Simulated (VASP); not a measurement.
# Cd (P6_3/mmc) in VASP: further runs, part 2 of 2

VASP 6.6.1.

## Step 3: Single point, PBE

This run uses another cell than the first one, of 12.46 Å³/atom, 1.222 times its volume.

INCAR reads:

```
SYSTEM = Cd
PREC = Accurate ; ENCUT = 520
EDIFF = 1E-6 ; ISMEAR = -1
SIGMA = 0.08 ; LREAL = .False.
LASPH = .True. ; NELM = 100
ALGO = Normal ; ISIF = 2
LWAVE = .False. ; LCHARG = .False.
GGA = PE ; NBANDS = 19
```

KPOINTS reads:

```
Automatic mesh
0
Gamma
  15 15 8
  0 0 0
```

POSCAR reads:

```
Cd
1.0
    2.6042704365      0.0000000000      0.0000000000
   -1.3021352182      2.2553643563      0.0000000000
    0.0000000000      0.0000000000      4.2418529434
Cd
2
Direct
    0.3333333333      0.6666666667      0.2500000000
    0.6666666667      0.3333333333      0.7500000000
```

Potentials or basis: VASP PAW PBE potentials, release 64 (Cd).

Launch:

```bash
$ cat potpaw_PBE.64/Cd/POTCAR > POTCAR
$ mpirun -np 1 vasp_std > vasp.out
```

OUTCAR:

```text
SYSTEM = Cd
   PREC = Accurate
   ENCUT = 520
   EDIFF = 1E-6
   ISMEAR = -1
   LREAL = .False.
   LASPH = .True.
   NELM = 100
   ISIF = 2
   GGA = PE

 ion  position               nearest neighbor table
   1  0.333  0.667  0.250-   2 2.60   2 2.60   2 2.60   2 2.60   2 2.60   2 2.60   2 3.68   2 3.68
                             2 3.68   2 3.68   2 3.68   2 3.68
   2  0.667  0.333  0.750-   1 2.60   1 2.60   1 2.60   1 2.60   1 2.60   1 2.60   1 3.68   1 3.68
                             1 3.68   1 3.68   1 3.68   1 3.68

  LATTYP: Found a hexagonal cell.
 ALAT       =     2.6042704365
 C/A-ratio  =     1.6288066262

  Lattice vectors:

 A1 = (   2.6042704365,   0.0000000000,   0.0000000000)
 A2 = (  -1.3021352182,   2.2553643563,   0.0000000000)
 A3 = (   0.0000000000,   0.0000000000,   4.2418529434)

Analysis of symmetry for initial positions (statically):
=====================================================================
 Subroutine PRICEL returns:
 Original cell was already a primitive cell.

 Routine SETGRP: Setting up the symmetry group for a
 hexagonal supercell.

 Subroutine GETGRP returns: Found 24 space group operations
 (whereof 12 operations were pure point group operations)
 out of a pool of 24 trial point group operations.

The static configuration has the point symmetry D_3d.
 The point group associated with its full space group is D_6h.

Analysis of symmetry for dynamics (positions and initial velocities):
=====================================================================
 Subroutine PRICEL returns:
 Original cell was already a primitive cell.

 Routine SETGRP: Setting up the symmetry group for a
 hexagonal supercell.

 Subroutine GETGRP returns: Found 24 space group operations
 (whereof 12 operations were pure point group operations)
 out of a pool of 24 trial point group operations.

The dynamic configuration has the point symmetry D_3d.
 The point group associated with its full space group is D_6h.

 Subroutine INISYM returns: Found 24 space group operations
 (whereof 12 operations are pure point group operations),
 and found     1 'primitive' translations

----------------------------------------------------------------------------------------

                                     Primitive cell

  volume of cell :      24.9149

  direct lattice vectors                    reciprocal lattice vectors
     2.604270436  0.000000000  0.000000000     0.383984699  0.221693669  0.000000000
    -1.302135218  2.255364356  0.000000000     0.000000000  0.443387339  0.000000000
     0.000000000  0.000000000  4.241852943     0.000000000  0.000000000  0.235746032

  length of vectors
     2.604270436  2.604270436  4.241852943     0.443387339  0.443387339  0.235746032

  position of ions in fractional coordinates (direct lattice)
     0.333333333  0.666666667  0.250000000
     0.666666667  0.333333333  0.750000000

  ion indices of the primitive-cell ions
   primitive index   ion index
                 1           1
                 2           2

----------------------------------------------------------------------------------------

 KPOINTS: Automatic mesh

Automatic generation of k-mesh.
 Grid dimensions read from file:
 generate k-points for:   15   15    8

 Generating k-lattice:

  Cartesian coordinates                     Fractional coordinates (reciprocal lattice)
     0.025598980  0.014779578  0.000000000     0.066666667  0.000000000  0.000000000
     0.000000000  0.029559156  0.000000000     0.000000000  0.066666667  0.000000000
     0.000000000  0.000000000  0.029468254     0.000000000  0.000000000  0.125000000

  Length of vectors
     0.029559156  0.029559156  0.029468254

  Shift w.r.t. Gamma in fractional coordinates (k-lattice)
     0.000000000  0.000000000  0.000000000

 Subroutine IBZKPT returns following result:
 ===========================================

 Found    135 irreducible k-points:

 Following reciprocal coordinates:
            Coordinates               Weight
  0.000000  0.000000  0.000000      1.000000
  0.066667  0.000000  0.000000      6.000000
  0.133333  0.000000  0.000000      6.000000
  0.200000  0.000000  0.000000      6.000000
  0.266667  0.000000  0.000000      6.000000
  0.333333  0.000000  0.000000      6.000000
[... 16 lines left out ...]
  0.333333  0.200000  0.000000     12.000000
  0.400000  0.200000  0.000000      6.000000
 [... further k-points ...]
   k-points           NKPTS =    135   k-points in BZ     NKDIM =    135   number of bands    NBANDS=     19
   number of dos      NEDOS =    301   number of ions     NIONS =      2
   total plane-waves  NPLWV =  12800
   dimension x,y,z NGX =    20 NGY =   20 NGZ =   32
   dimension x,y,z NGXF=    40 NGYF=   40 NGZF=   64
   ions per type =               2
   NGX,Y,Z   is equivalent  to a cutoff of  12.77, 12.77, 12.54 a.u.
   NGXF,Y,Z  is equivalent  to a cutoff of  25.53, 25.53, 25.08 a.u.
 SYSTEM =  Cd
   PREC   = accura    normal or accurate (medium, high low for compatibility)
   ISTART =      0    job   : 0-new  1-cont  2-samecut
   ICHARG =      2    charge: 1-file 2-atom 10-const
   ISPIN  =      1    spin polarized calculation?
   LNONCOLLINEAR =      F non collinear calculations
   LSORBIT =      F    spin-orbit coupling
   LASPH  =      T    aspherical Exc in radial PAW
   ENCUT  =  520.0 eV  38.22 Ry    6.18 a.u.   4.84  4.84  7.89*2*pi/ulx,y,z
   NELM   =    100;   NELMIN=  2; NELMDL= -5     # of ELM steps
   EDIFF  = 0.1E-05   stopping-criterion for ELM
   LREAL  =      F    real-space projection
   EDIFFG = 0.1E-04   stopping-criterion for IOM
   NSW    =      0    number of steps for IOM
   IBRION =     -1    ionic relax: 0-MD 1-quasi-New 2-CG
   NFREE  =      0    steps in history (QN), initial steepest desc. (CG)
   ISIF   =      2    stress and relaxation
   ISYM   =      2    0-nonsym 1-usesym 2-fastsym
   POTIM  = 0.5000    time-step for ionic-motion
   TEBEG  =    0.0;   TEEND  =   0.0 temperature during run
   PSTRESS=    0.0 pullay stress
   NELECT =      24.0000    total number of electrons
   NUPDOWN=      -1.0000    fix difference up-down
   EMIN   =  10.00;   EMAX   =-10.00  energy-range for DOS
   EFERMI =   0.00;   METHOD = LEGACY
   ISMEAR =    -1;   SIGMA  =   0.08  broadening in eV -4-tet -1-fermi 0-gaus
   EFERMI_NEDOS =   21; number of points for ismear=-14 and -15
   IALGO  =     38    algorithm
   IMIX   =      4    mixing-type and parameters
     AMIX     =   0.40;   BMIX     =  1.00
     AMIX_MAG =   1.60;   BMIX_MAG =  1.00
  volume/ion in A,a.u.               =      12.46        84.07
  Fermi-wavevector in a.u.,A,eV,Ry     =   1.616810  3.055329 35.566664  2.614076
  Thomas-Fermi vector in A             =   2.711337
   LORBIT       =      0    0 simple, 1 ext, 2 COOP (PROOUT), +10 PAW based schemes
   GGA     = PE    functional components
   LHFCALC =     F    Hartree Fock is set to
   AEXX    =    0.0000 exact exchange contribution
   IVDW    =     0    specifies the selected vdW correction
   LEPSILON=     F    determine dielectric tensor
   LRPA    =     F    only Hartree local field effects (RPA)
 non-spin polarized calculation
  energy-cutoff  :      520.00
  volume of cell :       24.91
 maximum number of plane-waves:       687
 NGX is ok and might be reduce to    20

 number of electron      24.0000009 magnetization

 Free energy of the ion-electron system (eV)
  ---------------------------------------------------
  ext. energy  EPLUGINS =         0.00000000
  ---------------------------------------------------
  free energy    TOTEN  =         3.38033192 eV

  energy without entropy =        3.38301789  energy(sigma->0) =        3.38167490

 E-fermi :   9.5707     XC(G=0): -14.3006

 val. band max:        9.4918966366   @ k =   0.2000   0.0667   0.0000
 cond. band min:       9.6179965318   @ k =   0.3333   0.0000   0.0000
 fundamental gap:      0.1260998952
 Fermi energy:         9.5706612043

 k-point     1 :       0.0000    0.0000    0.0000
  band No.  band energies     occupation
      1      -5.6939      2.00000
      2      -5.1558      2.00000
      3      -3.2648      2.00000
      4      -3.1464      2.00000
      5      -3.1464      2.00000
      6      -2.8197      2.00000
[... 11 lines left out ...]
     18      27.2371      0.00000
     19      29.4393      0.00000
[... 489 lines left out ...]
      3      -4.0647      2.00000
      4      -3.3399      2.00000
      5      -2.9162      2.00000
      6      -2.7400      2.00000
[... 11 lines left out ...]
     18      20.7276      0.00000
     19      21.7446      0.00000

 [... further k-points ...]

------------------------ aborting loop because EDIFF is reached ----------------------------------------

  FORCE on cell =-STRESS in cart. coord.  units (eV):
  Direction    XX          YY          ZZ          XY          YZ          ZX
  --------------------------------------------------------------------------------------
  -------------------------------------------------------------------------------------
  Total       22.7893640     22.7893640     22.7602277      0.0000000     -0.0000000      0.0000000
  in kB     1465.4951525   1465.4951525   1463.6215084      0.0000000     -0.0000000      0.0000000
  external PRESSURE =    1464.8706045 kB  Pullay stress =       0.0000000 kB

 VOLUME and BASIS-vectors are now :
 -----------------------------------------------------------------------------
  energy-cutoff  :      520.00
  volume of cell :       24.91
      direct lattice vectors                 reciprocal lattice vectors
     2.604270436  0.000000000  0.000000000     0.383984699  0.221693669  0.000000000
    -1.302135218  2.255364356  0.000000000     0.000000000  0.443387339  0.000000000
     0.000000000  0.000000000  4.241852943     0.000000000  0.000000000  0.235746032

 POSITION                                       TOTAL-FORCE (eV/Angst)
 -----------------------------------------------------------------------------------
     -0.00000      1.50358      1.06046        -0.000000      0.000000      0.000000
      1.30214      0.75179      3.18139         0.000000     -0.000000      0.000000
 -----------------------------------------------------------------------------------
    total drift:                               -0.000000      0.000000      0.000000

  FREE ENERGIE OF THE ION-ELECTRON SYSTEM (eV)
  ---------------------------------------------------
  free  energy   TOTEN  =         3.3803319210 eV

  energy  without entropy=        3.3830178851  energy(sigma->0) =        3.38167490
```

Run time: 34 s. Hardware: 1 thread of Intel Xeon 6975P-C (Granite Rapids), shared host; peak memory 0.17 GiB.

Results:

- Free energy: 3.3803 eV
- Pressure: 146.5 GPa
- Band gap on the k mesh: zero (band 12 reaches 10.75 eV, above the bottom of band 13 at 8.13 eV)

Levels at points of the mesh, in eV from the Fermi level:
```tsv
k point	band 10	band 11	band 12	band 13	band 14	band 15
(0.00, 0.00, 0.00)	-10.52	-10.52	-6.21	-0.63	13.65	16.41
(0.00, 0.00, 0.50)	-10.95	-10.95	-10.95	8.50	8.50	14.26
```

## Step 4: Single point, PBE

INCAR reads:

```
  ALGO = Normal
  EDIFF = 1E-7
  ENCUT = 520
  GGA = PE
  ISIF = 2
  ISMEAR = -1
  LASPH = True
  LCHARG = False
  LREAL = False
  LWAVE = False
  NBANDS = 19
  NELM = 80
  PREC = Accurate
  SIGMA = 0.08
```

KPOINTS reads:

```
k-points
0
Gamma
  15 15 8
```

POSCAR is that of step 3.

Launch:

```bash
$ cat potpaw_PBE.64/Cd/POTCAR > POTCAR
$ mpirun -np 1 vasp_std > vasp.out
```

Wall time 38 s (1 thread of Intel Xeon 6975P-C (Granite Rapids), shared host); peak memory 0.17 GiB.

Results (log left out):

- Free energy: 3.3803 eV
- Pressure: 146.5 GPa
- Band gap on the k mesh: zero (band 12 reaches 10.75 eV, above the bottom of band 13 at 8.13 eV)

Stress tensor (GPa, compression positive):
```
146.55   0.00   0.00
  0.00 146.55   0.00
  0.00   0.00 146.36
```

Levels at points of the mesh, in eV from the Fermi level:
| k point | band 10 | band 11 | band 12 | band 13 | band 14 | band 15 |
| --- | --- | --- | --- | --- | --- | --- |
| (0.00, 0.00, 0.00) | -10.52 | -10.52 | -6.21 | -0.63 | 13.65 | 16.41 |
| (0.00, 0.00, 0.50) | -10.95 | -10.95 | -10.95 | 8.50 | 8.50 | 14.26 |

## Step 5: Single point, PBE

This run uses another cell than the first one, of 14.72 Å³/atom, 1.444 times its volume.

INCAR reads:

```
PREC = Accurate
ENCUT = 520
EDIFF = 1E-6
ISMEAR = -1
SIGMA = 0.08
LREAL = F
LASPH = T
NELM = 60
ALGO = Normal
ISIF = 2
LWAVE = F
LCHARG = F
GGA = PE
NBANDS = 19
```

KPOINTS reads:

```
regular mesh
0
Gamma
  15 15 8
```

POSCAR reads:

```
Cd
1.0
    2.7522924216      0.0000000000      0.0000000000
   -1.3761462108      2.3835551558      0.0000000000
    0.0000000000      0.0000000000      4.4883765905
Cd
2
Direct
    0.3333333333      0.6666666667      0.2500000000
    0.6666666667      0.3333333333      0.7500000000
```

Launch:

```bash
$ cat potpaw_PBE.64/Cd/POTCAR > POTCAR
$ mpirun -np 1 vasp_std > vasp.out
```

Run time: 45 s. Hardware: 1 thread of Intel Xeon 6975P-C (Granite Rapids), shared host; peak memory 0.18 GiB.

The run converged. Its results:

| Quantity | Value |
| --- | --- |
| Free energy | 0.5396 eV |
| Pressure | 65.5 GPa |
| Band gap on the k mesh | zero (band 12 reaches 8.35 eV, above the bottom of band 13 at 5.83 eV) |

Levels at points of the mesh, in eV from the Fermi level:
| k point | band 9 | band 10 | band 11 | band 12 | band 13 | band 14 | band 15 | band 16 |
| --- | --- | --- | --- | --- | --- | --- | --- | --- |
| (0.00, 0.00, 0.00) | -10.72 | -9.69 | -9.69 | -4.84 | -0.97 | 13.76 | 15.98 | 15.98 |
| (0.00, 0.00, 0.50) | -10.01 | -10.01 | -10.01 | -10.01 | 7.75 | 7.75 | 14.24 | 14.24 |

## Step 6: Single point, PBE

INCAR reads:

```
SYSTEM = Cd
PREC = Accurate ; ENCUT = 520
EDIFF = 1E-6 ; ISMEAR = -1
SIGMA = 0.08 ; LREAL = .False.
LASPH = .True. ; NELM = 60
ALGO = Normal ; ISIF = 2
LWAVE = .False. ; LCHARG = .False.
GGA = PE ; NBANDS = 19
```

KPOINTS reads:

```
Automatic mesh
0
Gamma
  15 15 8
  0 0 0
```

POSCAR is that of step 5.

Potentials or basis: VASP PAW PBE potentials, release 64 (Cd).

Launch:

```bash
$ cat potpaw_PBE.64/Cd/POTCAR > POTCAR
$ mpirun -np 1 vasp_std > vasp.out
```

OUTCAR:

```text
SYSTEM = Cd
   PREC = Accurate
   ENCUT = 520
   EDIFF = 1E-6
   ISMEAR = -1
   LREAL = .False.
   LASPH = .True.
   NELM = 60
   ISIF = 2
   GGA = PE

 ion  position               nearest neighbor table
   1  0.333  0.667  0.250-   2 2.75   2 2.75   2 2.75   2 2.75   2 2.75   2 2.75
   2  0.667  0.333  0.750-   1 2.75   1 2.75   1 2.75   1 2.75   1 2.75   1 2.75

  LATTYP: Found a hexagonal cell.
 ALAT       =     2.7522924216
 C/A-ratio  =     1.6307775131

  Lattice vectors:

 A1 = (   2.7522924216,   0.0000000000,   0.0000000000)
 A2 = (  -1.3761462108,   2.3835551558,   0.0000000000)
 A3 = (   0.0000000000,   0.0000000000,   4.4883765905)

Analysis of symmetry for initial positions (statically):
=====================================================================
 Subroutine PRICEL returns:
 Original cell was already a primitive cell.

 Routine SETGRP: Setting up the symmetry group for a
 hexagonal supercell.

 Subroutine GETGRP returns: Found 24 space group operations
 (whereof 12 operations were pure point group operations)
 out of a pool of 24 trial point group operations.
[... 160 lines left out ...]
  free energy    TOTEN  =         0.53959987 eV

  energy without entropy =        0.54326718  energy(sigma->0) =        0.54143353

 E-fermi :   7.0934     XC(G=0): -13.2420

 val. band max:        7.0042046717   @ k =   0.2667   0.0000   0.0000
 cond. band min:       7.2654413659   @ k =   0.2000   0.1333   0.0000
 fundamental gap:      0.2612366941
 Fermi energy:         7.0933949575

 k-point     1 :       0.0000    0.0000    0.0000
  band No.  band energies     occupation
      1      -5.8756      2.00000
      2      -5.6315      2.00000
      3      -4.2932      2.00000
      4      -4.1927      2.00000
      5      -4.1927      2.00000
      6      -3.9638      2.00000
[... 505 lines left out ...]
      6      -3.7915      2.00000
[... 11 lines left out ...]
     18      17.7685      0.00000
     19      18.0843      0.00000

 [... further k-points ...]

------------------------ aborting loop because EDIFF is reached ----------------------------------------

  FORCE on cell =-STRESS in cart. coord.  units (eV):
  Direction    XX          YY          ZZ          XY          YZ          ZX
  --------------------------------------------------------------------------------------
  -------------------------------------------------------------------------------------
  Total       12.0443285     12.0443285     12.0325542     -0.0000000     -0.0000000      0.0000000
  in kB      655.3663021    655.3663021    654.7256291     -0.0000000     -0.0000000      0.0000000
  external PRESSURE =     655.1527445 kB  Pullay stress =       0.0000000 kB

 VOLUME and BASIS-vectors are now :
 -----------------------------------------------------------------------------
  energy-cutoff  :      520.00
  volume of cell :       29.44
      direct lattice vectors                 reciprocal lattice vectors
     2.752292422  0.000000000  0.000000000     0.363333486  0.209770686  0.000000000
    -1.376146211  2.383555156  0.000000000     0.000000000  0.419541372  0.000000000
     0.000000000  0.000000000  4.488376590     0.000000000  0.000000000  0.222797704

 POSITION                                       TOTAL-FORCE (eV/Angst)
 -----------------------------------------------------------------------------------
     -0.00000      1.58904      1.12209        -0.000000      0.000000      0.000000
      1.37615      0.79452      3.36628         0.000000     -0.000000      0.000000
 -----------------------------------------------------------------------------------
    total drift:                               -0.000000      0.000000     -0.000000

  FREE ENERGIE OF THE ION-ELECTRON SYSTEM (eV)
  ---------------------------------------------------
  free  energy   TOTEN  =         0.5395998740 eV

  energy  without entropy=        0.5432671805  energy(sigma->0) =        0.54143353
```

OSZICAR:

```text
N       E                     dE             d eps       ncg     rms          rms(c)
DAV:   1     0.191889909514E+03    0.19189E+03   -0.13805E+04  5138   0.137E+03
DAV:   2     0.424786665617E+01   -0.18764E+03   -0.18184E+03  5355   0.360E+02
DAV:   3     0.313396013567E+00   -0.39345E+01   -0.39267E+01  5850   0.601E+01
DAV:   4     0.305749367067E+00   -0.76466E-02   -0.76462E-02  5560   0.250E+00
DAV:   5     0.305729872655E+00   -0.19494E-04   -0.19495E-04  5659   0.125E-01    0.135E+01
DAV:   6     0.506184086942E+00    0.20045E+00   -0.32002E-01  5593   0.821E+00    0.878E+00
DAV:   7     0.536154605536E+00    0.29971E-01   -0.73931E-02  5844   0.358E+00    0.153E+00
DAV:   8     0.539646252137E+00    0.34916E-02   -0.15909E-02  5376   0.178E+00    0.145E-01
DAV:   9     0.539626873395E+00   -0.19379E-04   -0.75430E-05  5735   0.751E-02    0.698E-02
DAV:  10     0.539598138371E+00   -0.28735E-04   -0.15877E-05  5434   0.428E-02    0.191E-02
DAV:  11     0.539599671238E+00    0.15329E-05   -0.13856E-06  3358   0.169E-02    0.290E-03
DAV:  12     0.539599873959E+00    0.20272E-06   -0.22362E-08  2730   0.142E-03
   1 F= 0.53959987E+00 E0= 0.54143353E+00  d E =-.366731E-02
```

stdout:

```text
POSCAR found type information on POSCAR Cd
 POSCAR found :  1 types and       2 ions
 scaLAPACK will be used
 LDA part: xc-table for (Slater+PW92), standard interpolation
 POSCAR, INCAR and KPOINTS ok, starting setup
 FFT: planning ... GRIDC
 FFT: planning ... GRID_SOFT
 FFT: planning ... GRID
 WAVECAR not read
 entering main loop
```

Run time: 44 s. Hardware: 1 thread of Intel Xeon 6975P-C (Granite Rapids), shared host; peak memory 0.18 GiB.

Results:

```
Free energy            : 0.5396 eV
Pressure               : 65.5 GPa
Band gap on the k mesh : zero (band 12 reaches 8.35 eV, above the bottom of band 13 at 5.83 eV)
```

Levels at points of the mesh, in eV from the Fermi level:
| k point | band 8 | band 9 | band 10 | band 11 | band 12 | band 13 | band 14 | band 15 | band 16 | band 17 |
| --- | --- | --- | --- | --- | --- | --- | --- | --- | --- | --- |
| (0.00, 0.00, 0.00) | -10.72 | -10.72 | -9.69 | -9.69 | -4.84 | -0.97 | 13.76 | 15.98 | 15.98 | 16.15 |
| (0.00, 0.00, 0.50) | -10.19 | -10.01 | -10.01 | -10.01 | -10.01 | 7.75 | 7.75 | 14.24 | 14.24 | 17.15 |

## Step 7: Overview

| cell | gap on the mesh (eV) | pressure (GPa) |
| --- | --- | --- |
| a = 2.440, b = 2.440, c = 3.954 Å, angles 90.0, 90.0, 120.0°, 2 atoms | none | 342.4 |
| a = 2.604, b = 2.604, c = 4.242 Å, angles 90.0, 90.0, 120.0°, 2 atoms | none | 146.5 |
| a = 2.752, b = 2.752, c = 4.488 Å, angles 90.0, 90.0, 120.0°, 2 atoms | none | 65.5 |

Alike in all rows: task single point; level PBE; potentials or basis VASP PAW PBE potentials, release 64 (Cd); no spin polarisation; k mesh 15 × 15 × 8; cutoff (eV) 520; smearing fermi-dirac 0.08 eV.

Total energies depend on the potentials used, so only differences within one code and one set of settings carry meaning.
